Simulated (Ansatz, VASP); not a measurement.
# One calculation of AsPt, two programs

```
CELL_PARAMETERS angstrom
3.38882 0.00000 0.00000
0.00000 3.38882 0.00000
0.00000 0.00000 3.77546
ATOMIC_POSITIONS crystal
As 0.00000 0.00000 0.00000
Pt 0.50000 0.50000 0.50000
```

Change from the starting cell: species swapped into the MnPd type (P4/mmm, No. 123).

Alike in both runs: task relaxation of cell and atoms; functional PBE; k mesh 6 × 6 × 4; occupations gaussian, width 0.1 eV; no spin polarisation.

|  | VASP | Ansatz |
| --- | --- | --- |
| version | VASP 6.6.1 | Ansatz 0.2.0 |
| potentials or method | VASP PAW PBE potentials, release 64 (As, Pt), cutoff 600 eV | scalar-relativistic, plane waves, PAW |
| valence electrons in the cell | 15 | 33 |

```tsv
	VASP	Ansatz	Ansatz less VASP
gap on the k mesh at the Fermi level, each at its own relaxed structure (eV)	none	none	-
relaxed volume (Å³/atom)	16.72	16.72	+0.005
relaxed length of the cell vector where the two differ most in proportion (Å)	3.395	3.386	-0.0092
```

A gap of «none» marks a metal or a gap that the smearing closes. VASP's potentials hold 15 valence electrons a cell and Ansatz's 33, so a difference there can come from the potentials and not from the codes.

The k mesh is coarse, so the values compare programs but aren't converged. Spin-orbit coupling is off throughout. Noted on VASP's run: the volume moved by over 15 % at a fixed basis, so the end points are rough.
